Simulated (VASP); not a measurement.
# CoSi3Ir (P4/mmm) in VASP: single point with PBE

Aim: the single point of CoSi3Ir with PBE.

Everything below comes from runs of VASP 6.6.1. Logs are shortened: lines on timing, memory, paths and dates and some standing lists are left out, and cuts for length are marked.

**1. The cell of the first run**

The structure is tetragonal, space group P4/mmm (No. 123). Conventional cell: a = 3.278 Å, b = 3.278 Å, c = 9.065 Å, α = 90.00°, β = 90.00°, γ = 90.00°. Co (site symmetry 4/mmm) has 2 Si at 2.18 Å and 4 Ir at 2.32 Å within 2.9 Å. Within 2.9 Å of Si (site symmetry 4mm) lie 1 Co at 2.18 Å and 1 Si at 2.35 Å. Within 3.1 Å of Si (site symmetry 4/mmm) lie 2 Si at 2.35 Å. Within 3.1 Å of Ir (site symmetry 4/mmm) lie 4 Co at 2.32 Å.

**2. Single point, PBE**

The input, INCAR:

```
PREC = Accurate ; ENCUT = 520
EDIFF = 1E-6 ; ISMEAR = 0
SIGMA = 0.1 ; LREAL = False
LASPH = True ; NELM = 80
ALGO = Normal ; ISIF = 2
LWAVE = False ; LCHARG = False
GGA = PE ; NBANDS = 23
```

The input, KPOINTS:

```
regular mesh
0
Gamma
  12 12 4
```

The input, POSCAR:

```
CoSi3Ir
1.0
    3.2783632059      0.0000000000      0.0000000000
    0.0000000000      3.2783632059      0.0000000000
    0.0000000000      0.0000000000      9.0645129263
Co Si Ir
1 3 1
Direct
    0.0000000000      0.0000000000      0.0000000000
    0.0000000000      0.0000000000      0.7597852436
    0.0000000000      0.0000000000      0.2402147564
    0.0000000000      0.0000000000      0.5000000000
    0.5000000000      0.5000000000      0.0000000000
```

Potentials or basis: VASP PAW PBE potentials, release 64 (Co, Si, Ir).

Command:

```bash
$ cat potpaw_PBE.64/Co/POTCAR potpaw_PBE.64/Si/POTCAR potpaw_PBE.64/Ir/POTCAR > POTCAR
$ mpirun -np 1 vasp_std > vasp.out
```

OUTCAR:

```text
PREC = Accurate
   ENCUT = 520
   EDIFF = 1E-6
   ISMEAR = 0
   LREAL = False
   LASPH = True
   NELM = 80
   ISIF = 2
   GGA = PE

 ion  position               nearest neighbor table
   1  0.000  0.000  0.000-   2 2.18   3 2.18   5 2.32   5 2.32   5 2.32   5 2.32
   2  0.000  0.000  0.760-   1 2.18   4 2.35   5 3.18   5 3.18   5 3.18   5 3.18
   3  0.000  0.000  0.240-   1 2.18   4 2.35   5 3.18   5 3.18   5 3.18   5 3.18
   4  0.000  0.000  0.500-   2 2.35   3 2.35
   5  0.500  0.500  0.000-   1 2.32   1 2.32   1 2.32   1 2.32   2 3.18   3 3.18   3 3.18   2 3.18
                             3 3.18   2 3.18   2 3.18   3 3.18

  LATTYP: Found a simple tetragonal cell.
 ALAT       =     3.2783632059
 C/A-ratio  =     2.7649507870

  Lattice vectors:

 A1 = (   3.2783632059,   0.0000000000,   0.0000000000)
 A2 = (   0.0000000000,   3.2783632059,   0.0000000000)
 A3 = (   0.0000000000,   0.0000000000,   9.0645129263)

Analysis of symmetry for initial positions (statically):
=====================================================================
 Subroutine PRICEL returns:
 Original cell was already a primitive cell.

 Routine SETGRP: Setting up the symmetry group for a
 simple tetragonal supercell.

 Subroutine GETGRP returns: Found 16 space group operations
 (whereof 16 operations were pure point group operations)
 out of a pool of 16 trial point group operations.

The static configuration has the point symmetry D_4h.

Analysis of symmetry for dynamics (positions and initial velocities):
=====================================================================
 Subroutine PRICEL returns:
 Original cell was already a primitive cell.

 Routine SETGRP: Setting up the symmetry group for a
 simple tetragonal supercell.

 Subroutine GETGRP returns: Found 16 space group operations
 (whereof 16 operations were pure point group operations)
 out of a pool of 16 trial point group operations.

The dynamic configuration has the point symmetry D_4h.

 Subroutine INISYM returns: Found 16 space group operations
 (whereof 16 operations are pure point group operations),
 and found     1 'primitive' translations

----------------------------------------------------------------------------------------

                                     Primitive cell

  volume of cell :      97.4224

  direct lattice vectors                    reciprocal lattice vectors
     3.278363206  0.000000000  0.000000000     0.305030266  0.000000000  0.000000000
     0.000000000  3.278363206  0.000000000     0.000000000  0.305030266  0.000000000
     0.000000000  0.000000000  9.064512926     0.000000000  0.000000000  0.110320324

  length of vectors
     3.278363206  3.278363206  9.064512926     0.305030266  0.305030266  0.110320324

  position of ions in fractional coordinates (direct lattice)
     0.000000000  0.000000000  0.000000000
     0.000000000  0.000000000  0.759785244
     0.000000000  0.000000000  0.240214756
     0.000000000  0.000000000  0.500000000
     0.500000000  0.500000000  0.000000000

  ion indices of the primitive-cell ions
   primitive index   ion index
                 1           1
                 2           2
                 3           3
                 4           4
                 5           5

----------------------------------------------------------------------------------------

 KPOINTS: regular mesh

Automatic generation of k-mesh.
 Grid dimensions read from file:
 generate k-points for:   12   12    4

 Generating k-lattice:

  Cartesian coordinates                     Fractional coordinates (reciprocal lattice)
     0.025419189  0.000000000  0.000000000     0.083333333  0.000000000  0.000000000
     0.000000000  0.025419189  0.000000000     0.000000000  0.083333333  0.000000000
     0.000000000  0.000000000  0.027580081     0.000000000  0.000000000  0.250000000

  Length of vectors
     0.025419189  0.025419189  0.027580081

  Shift w.r.t. Gamma in fractional coordinates (k-lattice)
     0.000000000  0.000000000  0.000000000

 Subroutine IBZKPT returns following result:
 ===========================================

 Found     84 irreducible k-points:

 Following reciprocal coordinates:
            Coordinates               Weight
  0.000000  0.000000  0.000000      1.000000
  0.083333  0.000000  0.000000      4.000000
  0.166667  0.000000  0.000000      4.000000
  0.250000  0.000000  0.000000      4.000000
  0.333333  0.000000  0.000000      4.000000
  0.416667  0.000000  0.000000      4.000000
[... 16 lines left out ...]
  0.333333  0.333333  0.000000      4.000000
  0.416667  0.333333  0.000000      8.000000
 [... further k-points ...]
   k-points           NKPTS =     84   k-points in BZ     NKDIM =     84   number of bands    NBANDS=     23
   number of dos      NEDOS =    301   number of ions     NIONS =      5
   total plane-waves  NPLWV =  40320
   dimension x,y,z NGX =    24 NGY =   24 NGZ =   70
   dimension x,y,z NGXF=    48 NGYF=   48 NGZF=  140
   ions per type =               1   3   1
   NGX,Y,Z   is equivalent  to a cutoff of  12.17, 12.17, 12.84 a.u.
   NGXF,Y,Z  is equivalent  to a cutoff of  24.34, 24.34, 25.68 a.u.
 SYSTEM =  unknown system
   PREC   = accura    normal or accurate (medium, high low for compatibility)
   ISTART =      0    job   : 0-new  1-cont  2-samecut
   ICHARG =      2    charge: 1-file 2-atom 10-const
   ISPIN  =      1    spin polarized calculation?
   LNONCOLLINEAR =      F non collinear calculations
   LSORBIT =      F    spin-orbit coupling
   LASPH  =      T    aspherical Exc in radial PAW
   ENCUT  =  520.0 eV  38.22 Ry    6.18 a.u.   6.10  6.10 16.85*2*pi/ulx,y,z
   NELM   =     80;   NELMIN=  2; NELMDL= -5     # of ELM steps
   EDIFF  = 0.1E-05   stopping-criterion for ELM
   LREAL  =      F    real-space projection
   EDIFFG = 0.1E-04   stopping-criterion for IOM
   NSW    =      0    number of steps for IOM
   IBRION =     -1    ionic relax: 0-MD 1-quasi-New 2-CG
   NFREE  =      0    steps in history (QN), initial steepest desc. (CG)
   ISIF   =      2    stress and relaxation
   ISYM   =      2    0-nonsym 1-usesym 2-fastsym
   POTIM  = 0.5000    time-step for ionic-motion
   TEBEG  =    0.0;   TEEND  =   0.0 temperature during run
   PSTRESS=    0.0 pullay stress
   NELECT =      30.0000    total number of electrons
   NUPDOWN=      -1.0000    fix difference up-down
   EMIN   =  10.00;   EMAX   =-10.00  energy-range for DOS
   EFERMI =   0.00;   METHOD = LEGACY
   ISMEAR =     0;   SIGMA  =   0.10  broadening in eV -4-tet -1-fermi 0-gaus
   EFERMI_NEDOS =   21; number of points for ismear=-14 and -15
   IALGO  =     38    algorithm
   IMIX   =      4    mixing-type and parameters
     AMIX     =   0.40;   BMIX     =  1.00
     AMIX_MAG =   1.60;   BMIX_MAG =  1.00
  volume/ion in A,a.u.               =      19.48       131.49
  Fermi-wavevector in a.u.,A,eV,Ry     =   1.105509  2.089110 16.628370  1.222151
  Thomas-Fermi vector in A             =   2.241997
   LORBIT       =      0    0 simple, 1 ext, 2 COOP (PROOUT), +10 PAW based schemes
   GGA     = PE    functional components
   LHFCALC =     F    Hartree Fock is set to
   AEXX    =    0.0000 exact exchange contribution
   IVDW    =     0    specifies the selected vdW correction
   LEPSILON=     F    determine dielectric tensor
   LRPA    =     F    only Hartree local field effects (RPA)
 non-spin polarized calculation
 Gauss-broadening in eV      SIGMA  =   0.10
  energy-cutoff  :      520.00
  volume of cell :       97.42
 maximum number of plane-waves:      2656
   NGX = 13   NGY = 13   NGZ = 33

 number of electron      30.0000012 magnetization

 Free energy of the ion-electron system (eV)
  ---------------------------------------------------
  ext. energy  EPLUGINS =         0.00000000
  ---------------------------------------------------
  free energy    TOTEN  =       -26.84750154 eV

  energy without entropy =      -26.81108836  energy(sigma->0) =      -26.82929495

 E-fermi :   5.7718     XC(G=0): -10.1940

 val. band max:        5.7703748975   @ k =   0.1667   0.0833   0.0000
 cond. band min:       5.7723324507   @ k =   0.3333   0.2500   0.0000
 fundamental gap:      0.0019575533
 Fermi energy:         5.7718483176

 k-point     1 :       0.0000    0.0000    0.0000
  band No.  band energies     occupation
      1      -4.9744      2.00000
      2      -3.3559      2.00000
      3      -2.8773      2.00000
      4      -0.1592      2.00000
      5       0.1929      2.00000
      6       0.7010      2.00000
[... 15 lines left out ...]
     22      10.5342      0.00000
     23      10.8376      0.00000

 k-point     2 :       0.0833    0.0000    0.0000
  band No.  band energies     occupation
      1      -4.8936      2.00000
      2      -3.2900      2.00000
      3      -2.7791      2.00000
      4      -0.0687      2.00000
      5       0.2857      2.00000
      6       0.7733      2.00000
[... 15 lines left out ...]
     22      10.7488      0.00000
     23      11.1242      0.00000

 k-point     3 :       0.1667    0.0000    0.0000
  band No.  band energies     occupation
      1      -4.6582      2.00000
      2      -3.0983      2.00000
      3      -2.4927      2.00000
      4       0.1599      2.00000
      5       0.5866      2.00000
      6       0.9886      2.00000
[... 15 lines left out ...]
     22      11.0466      0.00000
     23      11.2621      0.00000
[... 495 lines left out ...]
 k-point    23 :       0.3333    0.3333    0.0000
  band No.  band energies     occupation
      1      -2.8508      2.00000
      2      -1.4798      2.00000
      3      -0.5709      2.00000
      4       1.1459      2.00000
      5       1.2917      2.00000
      6       1.7107      2.00000
[... 15 lines left out ...]
     22      10.6718      0.00000
     23      11.0069      0.00000

 k-point    24 :       0.4167    0.3333    0.0000
  band No.  band energies     occupation
      1      -2.4938      2.00000
      2      -1.1145      2.00000
      3      -0.2711      2.00000
      4       1.0064      2.00000
      5       1.4306      2.00000
      6       1.4697      2.00000
[... 15 lines left out ...]
     22       9.7337      0.00000
     23      10.3203      0.00000

 [... further k-points ...]
[... 5 lines left out ...]
  --------------------------------------------------------------------------------------
  -------------------------------------------------------------------------------------
  Total       -0.1369043     -0.1369043     -0.0298693      0.0000000      0.0000000     -0.0000000
  in kB       -2.2514852     -2.2514852     -0.4912217      0.0000000      0.0000000     -0.0000000
  external PRESSURE =      -1.6647307 kB  Pullay stress =       0.0000000 kB

 VOLUME and BASIS-vectors are now :
 -----------------------------------------------------------------------------
  energy-cutoff  :      520.00
  volume of cell :       97.42
      direct lattice vectors                 reciprocal lattice vectors
     3.278363206  0.000000000  0.000000000     0.305030266  0.000000000  0.000000000
     0.000000000  3.278363206  0.000000000     0.000000000  0.305030266  0.000000000
     0.000000000  0.000000000  9.064512926     0.000000000  0.000000000  0.110320324

 POSITION                                       TOTAL-FORCE (eV/Angst)
 -----------------------------------------------------------------------------------
      0.00000      0.00000      0.00000         0.000000     -0.000000      0.000000
      0.00000      0.00000      6.88708        -0.000000      0.000000     -0.000671
      0.00000      0.00000      2.17743         0.000000     -0.000000      0.000671
      0.00000      0.00000      4.53226         0.000000     -0.000000      0.000000
      1.63918      1.63918      0.00000         0.000000     -0.000000      0.000000
 -----------------------------------------------------------------------------------
    total drift:                                0.000000     -0.000000     -0.000000

  FREE ENERGIE OF THE ION-ELECTRON SYSTEM (eV)
  ---------------------------------------------------
  free  energy   TOTEN  =       -26.8475015382 eV

  energy  without entropy=      -26.8110883586  energy(sigma->0) =      -26.82929495
```

It took 1.9 min on 1 thread of AMD EPYC 9R45 (Zen 5), shared host; peak memory 0.3 GiB.

What came out:

```
Free energy            : -26.8475 eV
Pressure               : -0.2 GPa
Band gap on the k mesh : zero (band 15 reaches 7.98 eV, above the bottom of band 16 at 5.03 eV)
```

Caveat: spin-orbit coupling is left out, which moves the levels of the heavy elements. Spin polarisation is off, so any magnetic state and its effect on volume and gap are missing.
